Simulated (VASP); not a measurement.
# As (Im-3m) in VASP: a series of runs

As is run at these levels: PBE; tasks: single point.

All numbers are computed with VASP 6.6.1; they aren't measurements. Logs are shortened: lines on timing, memory, paths and dates and some standing lists are left out, and cuts for length are marked.

### Step 1. The cell of the first run

It takes space group Im-3m (No. 229, cubic). Conventional cell: a = 3.364 Å, b = 3.364 Å, c = 3.364 Å, α = 90.00°, β = 90.00°, γ = 90.00°. Within 3.8 Å of As (site symmetry m-3m) lie 14 As at 2.91 to 3.36 Å.

### Step 2. Single point, PBE

The input, INCAR:

```
SYSTEM = As
PREC = Accurate ; ENCUT = 520
EDIFF = 1E-6 ; ISMEAR = -1
SIGMA = 0.1 ; LREAL = .False.
LASPH = .True. ; NELM = 60
ALGO = Normal ; ISIF = 2
LWAVE = .False. ; LCHARG = .False.
GGA = PE ; NBANDS = 8
```

The input, KPOINTS:

```
regular mesh
0
Gamma
  15 15 15
  0 0 0
```

The input, POSCAR:

```
As
1.0
   -1.6821220742      1.6821220742      1.6821220742
    1.6821220742     -1.6821220742      1.6821220742
    1.6821220742      1.6821220742     -1.6821220742
As
1
Direct
    0.0000000000      0.0000000000      0.0000000000
```

Potentials or basis: VASP PAW PBE potentials, release 64 (As).

The run is started by

```bash
$ cat potpaw_PBE.64/As/POTCAR > POTCAR
$ mpirun -np 1 vasp_std > vasp.out
```

OUTCAR:

```text
SYSTEM = As
   PREC = Accurate
   ENCUT = 520
   EDIFF = 1E-6
   ISMEAR = -1
   LREAL = .False.
   LASPH = .True.
   NELM = 60
   ISIF = 2
   GGA = PE

 ion  position               nearest neighbor table
   1  0.000  0.000  0.000-

  LATTYP: Found a body centered cubic cell.
 ALAT       =     3.3642441484

  Lattice vectors:

 A1 = (  -1.6821220742,   1.6821220742,   1.6821220742)
 A2 = (   1.6821220742,  -1.6821220742,   1.6821220742)
 A3 = (   1.6821220742,   1.6821220742,  -1.6821220742)

Analysis of symmetry for initial positions (statically):
=====================================================================
 Subroutine PRICEL returns:
 Original cell was already a primitive cell.

 Routine SETGRP: Setting up the symmetry group for a
 body centered cubic supercell.

 Subroutine GETGRP returns: Found 48 space group operations
 (whereof 48 operations were pure point group operations)
 out of a pool of 48 trial point group operations.

The static configuration has the point symmetry O_h .

Analysis of symmetry for dynamics (positions and initial velocities):
=====================================================================
 Subroutine PRICEL returns:
 Original cell was already a primitive cell.

 Routine SETGRP: Setting up the symmetry group for a
 body centered cubic supercell.

 Subroutine GETGRP returns: Found 48 space group operations
 (whereof 48 operations were pure point group operations)
 out of a pool of 48 trial point group operations.

The dynamic configuration has the point symmetry O_h .

 Subroutine INISYM returns: Found 48 space group operations
 (whereof 48 operations are pure point group operations),
 and found     1 'primitive' translations

----------------------------------------------------------------------------------------

                                     Primitive cell

  volume of cell :      19.0385

  direct lattice vectors                    reciprocal lattice vectors
    -1.682122074  1.682122074  1.682122074     0.000000000  0.297243588  0.297243588
     1.682122074 -1.682122074  1.682122074     0.297243588  0.000000000  0.297243588
     1.682122074  1.682122074 -1.682122074     0.297243588  0.297243588  0.000000000

  length of vectors
     2.913520897  2.913520897  2.913520897     0.420365913  0.420365913  0.420365913

  position of ions in fractional coordinates (direct lattice)
     0.000000000  0.000000000  0.000000000

  ion indices of the primitive-cell ions
   primitive index   ion index
                 1           1

----------------------------------------------------------------------------------------

 KPOINTS: regular mesh

Automatic generation of k-mesh.
 Grid dimensions read from file:
 generate k-points for:   15   15   15

 Generating k-lattice:

  Cartesian coordinates                     Fractional coordinates (reciprocal lattice)
     0.000000000  0.019816239  0.019816239     0.066666667  0.000000000  0.000000000
     0.019816239  0.000000000  0.019816239     0.000000000  0.066666667  0.000000000
     0.019816239  0.019816239  0.000000000     0.000000000  0.000000000  0.066666667

  Length of vectors
     0.028024394  0.028024394  0.028024394

  Shift w.r.t. Gamma in fractional coordinates (k-lattice)
     0.000000000  0.000000000  0.000000000

 Subroutine IBZKPT returns following result:
 ===========================================

 Found    120 irreducible k-points:

 Following reciprocal coordinates:
            Coordinates               Weight
  0.000000  0.000000  0.000000      1.000000
  0.066667  0.000000  0.000000     12.000000
  0.133333  0.000000  0.000000     12.000000
  0.200000  0.000000  0.000000     12.000000
  0.266667  0.000000  0.000000     12.000000
  0.333333  0.000000  0.000000     12.000000
[... 16 lines left out ...]
  0.333333  0.200000  0.000000     48.000000
  0.400000  0.200000 -0.000000     24.000000
 [... further k-points ...]
   k-points           NKPTS =    120   k-points in BZ     NKDIM =    120   number of bands    NBANDS=      8
   number of dos      NEDOS =    301   number of ions     NIONS =      1
   total plane-waves  NPLWV =  13824
   dimension x,y,z NGX =    24 NGY =   24 NGZ =   24
   dimension x,y,z NGXF=    48 NGYF=   48 NGZF=   48
   ions per type =               1
   NGX,Y,Z   is equivalent  to a cutoff of  13.69, 13.69, 13.69 a.u.
   NGXF,Y,Z  is equivalent  to a cutoff of  27.39, 27.39, 27.39 a.u.
 SYSTEM =  As
   PREC   = accura    normal or accurate (medium, high low for compatibility)
   ISTART =      0    job   : 0-new  1-cont  2-samecut
   ICHARG =      2    charge: 1-file 2-atom 10-const
   ISPIN  =      1    spin polarized calculation?
   LNONCOLLINEAR =      F non collinear calculations
   LSORBIT =      F    spin-orbit coupling
   LASPH  =      T    aspherical Exc in radial PAW
   ENCUT  =  520.0 eV  38.22 Ry    6.18 a.u.   5.42  5.42  5.42*2*pi/ulx,y,z
   NELM   =     60;   NELMIN=  2; NELMDL= -5     # of ELM steps
   EDIFF  = 0.1E-05   stopping-criterion for ELM
   LREAL  =      F    real-space projection
   EDIFFG = 0.1E-04   stopping-criterion for IOM
   NSW    =      0    number of steps for IOM
   IBRION =     -1    ionic relax: 0-MD 1-quasi-New 2-CG
   NFREE  =      0    steps in history (QN), initial steepest desc. (CG)
   ISIF   =      2    stress and relaxation
   ISYM   =      2    0-nonsym 1-usesym 2-fastsym
   POTIM  = 0.5000    time-step for ionic-motion
   TEBEG  =    0.0;   TEEND  =   0.0 temperature during run
   PSTRESS=    0.0 pullay stress
   NELECT =       5.0000    total number of electrons
   NUPDOWN=      -1.0000    fix difference up-down
   EMIN   =  10.00;   EMAX   =-10.00  energy-range for DOS
   EFERMI =   0.00;   METHOD = LEGACY
   ISMEAR =    -1;   SIGMA  =   0.10  broadening in eV -4-tet -1-fermi 0-gaus
   EFERMI_NEDOS =   21; number of points for ismear=-14 and -15
   IALGO  =     38    algorithm
   IMIX   =      4    mixing-type and parameters
     AMIX     =   0.40;   BMIX     =  1.00
     AMIX_MAG =   1.60;   BMIX_MAG =  1.00
  volume/ion in A,a.u.               =      19.04       128.48
  Fermi-wavevector in a.u.,A,eV,Ry     =   1.048385  1.981160 14.954305  1.099110
  Thomas-Fermi vector in A             =   2.183304
   LORBIT       =      0    0 simple, 1 ext, 2 COOP (PROOUT), +10 PAW based schemes
   GGA     = PE    functional components
   LHFCALC =     F    Hartree Fock is set to
   AEXX    =    0.0000 exact exchange contribution
   IVDW    =     0    specifies the selected vdW correction
   LEPSILON=     F    determine dielectric tensor
   LRPA    =     F    only Hartree local field effects (RPA)
 non-spin polarized calculation
  energy-cutoff  :      520.00
  volume of cell :       19.04
 maximum number of plane-waves:       533
 NGX is ok and might be reduce to    24
   NGX = 11   NGY = 11   NGZ = 11

 number of electron       4.9999999 magnetization

 Free energy of the ion-electron system (eV)
  ---------------------------------------------------
  ext. energy  EPLUGINS =         0.00000000
  ---------------------------------------------------
  free energy    TOTEN  =        -4.23970121 eV

  energy without entropy =       -4.21895566  energy(sigma->0) =       -4.22932843

 E-fermi :   6.4532     XC(G=0): -10.7735

 val. band max:        6.3964723118   @ k =  -0.4667   0.4667   0.2000
 cond. band min:       6.4766856022   @ k =  -0.2000   0.2667   0.1333
 fundamental gap:      0.0802132904
 Fermi energy:         6.4532360097

 k-point     1 :       0.0000    0.0000    0.0000
  band No.  band energies     occupation
      1      -8.5956      2.00000
      2      12.3655      0.00000
      3      12.3655      0.00000
      4      12.3655      0.00000
      5      19.5055      0.00000
      6      19.5055      0.00000
      7      19.5055      0.00000
      8      21.0677      0.00000

 k-point     2 :       0.0667    0.0000    0.0000
  band No.  band energies     occupation
      1      -8.4851      2.00000
      2      11.5992      0.00000
      3      12.0517      0.00000
      4      12.2982      0.00000
      5      18.9803      0.00000
      6      19.1430      0.00000
      7      20.0223      0.00000
      8      21.2779      0.00000

 k-point     3 :       0.1333    0.0000    0.0000
  band No.  band energies     occupation
      1      -8.1548      2.00000
      2       9.8064      0.00000
      3      11.3185      0.00000
      4      12.1055      0.00000
      5      17.9186      0.00000
      6      17.9943      0.00000
      7      21.2282      0.00000
      8      21.2618      0.00000

 k-point     4 :       0.2000    0.0000    0.0000
  band No.  band energies     occupation
      1      -7.6091      2.00000
      2       7.6378      0.00001
      3      10.4770      0.00000
      4      11.8191      0.00000
      5      16.6762      0.00000
      6      17.0314      0.00000
      7      21.1979      0.00000
      8      21.6731      0.00000

 k-point     5 :       0.2667    0.0000    0.0000
  band No.  band energies     occupation
      1      -6.8581      2.00000
      2       5.4197      1.99994
      3       9.7040      0.00000
      4      11.4931      0.00000
      5      15.6788      0.00000
      6      16.2203      0.00000
      7      21.5333      0.00000
      8      22.3678      0.00000
[... 177 lines left out ...]
 k-point    22 :       0.2667    0.2000    0.0000
  band No.  band energies     occupation
      1      -4.7585      2.00000
      2       2.7063      2.00000
      3       5.5470      1.99977
      4       9.7678      0.00000
      5      16.2659      0.00000
      6      18.3853      0.00000
      7      22.0201      0.00000
      8      24.1109      0.00000

 k-point    23 :       0.3333    0.2000    0.0000
  band No.  band energies     occupation
      1      -3.8109      2.00000
      2       1.3784      2.00000
      3       4.9885      2.00000
      4       9.5307      0.00000
      5      16.1002      0.00000
      6      18.9493      0.00000
      7      22.0722      0.00000
      8      23.7213      0.00000

 k-point    24 :       0.4000    0.2000   -0.0000
  band No.  band energies     occupation
      1      -3.3333      2.00000
      2       0.7556      2.00000
      3       4.8167      2.00000
      4       9.4495      0.00000
      5      16.0334      0.00000
      6      19.2214      0.00000
      7      22.4174      0.00000
      8      22.9164      0.00000

 [... further k-points ...]
[... 5 lines left out ...]
  --------------------------------------------------------------------------------------
  -------------------------------------------------------------------------------------
  Total        0.0007217      0.0007217      0.0007217     -0.0000000      0.0000000     -0.0000000
  in kB        0.0607378      0.0607378      0.0607378     -0.0000000      0.0000000     -0.0000000
  external PRESSURE =       0.0607378 kB  Pullay stress =       0.0000000 kB

 VOLUME and BASIS-vectors are now :
 -----------------------------------------------------------------------------
  energy-cutoff  :      520.00
  volume of cell :       19.04
      direct lattice vectors                 reciprocal lattice vectors
    -1.682122074  1.682122074  1.682122074     0.000000000  0.297243588  0.297243588
     1.682122074 -1.682122074  1.682122074     0.297243588  0.000000000  0.297243588
     1.682122074  1.682122074 -1.682122074     0.297243588  0.297243588  0.000000000

 POSITION                                       TOTAL-FORCE (eV/Angst)
 -----------------------------------------------------------------------------------
      0.00000      0.00000      0.00000         0.000000      0.000000     -0.000000
 -----------------------------------------------------------------------------------
    total drift:                                0.000000      0.000000      0.000000

  FREE ENERGIE OF THE ION-ELECTRON SYSTEM (eV)
  ---------------------------------------------------
  free  energy   TOTEN  =        -4.2397012082 eV

  energy  without entropy=       -4.2189556617  energy(sigma->0) =       -4.22932843
```

It took 5.3 s on 1 thread of Intel Xeon 6975P-C, shared host; peak memory 0.15 GiB.

What came out:

```
Free energy : -4.2397 eV
Pressure    : 0.0 GPa
```

### Step 3. Single point, PBE (volume scaled by 1.04)

The input, INCAR:

```
ALGO     = Normal         # electronic algorithm
EDIFF    = 1E-6           # SCF threshold, eV
ENCUT    = 520            # plane-wave cutoff, eV
GGA      = PE             # functional
ISIF     = 2              # what is computed and relaxed
ISMEAR   = -1             # smearing method
LASPH    = T              # aspherical terms in the spheres
LCHARG   = F              # write CHGCAR
LREAL    = F              # projectors in reciprocal space
LWAVE    = F              # write WAVECAR
NBANDS   = 8              # bands
NELM     = 100            # most SCF steps
PREC     = Accurate       # precision mode
SIGMA    = 0.1            # smearing width, eV
```

The input, KPOINTS:

```
k-points
0
Gamma
  15 15 15
```

The input, POSCAR:

```
As
1.0
   -1.7042577978      1.7042577978      1.7042577978
    1.7042577978     -1.7042577978      1.7042577978
    1.7042577978      1.7042577978     -1.7042577978
As
1
Direct
    0.0000000000      0.0000000000      0.0000000000
```

Potentials or basis: VASP PAW PBE potentials, release 64 (As).

The run is started by

```bash
$ cat potpaw_PBE.64/As/POTCAR > POTCAR
$ mpirun -np 1 vasp_std > vasp.out
```

Run time: 5.6 s. Hardware: 1 thread of Intel Xeon 6975P-C, shared host; peak memory 0.15 GiB.

Results (log left out):

```yaml
Free_energy: -4.2327 eV
Pressure: -2.9 GPa
```

Levels at points of the mesh, in eV from the Fermi level:
| k point | band 1 | band 2 | band 3 | band 4 | band 5 |
| --- | --- | --- | --- | --- | --- |
| (0.00, 0.00, 0.00) | -14.70 | 5.60 | 5.60 | 5.60 | 12.88 |
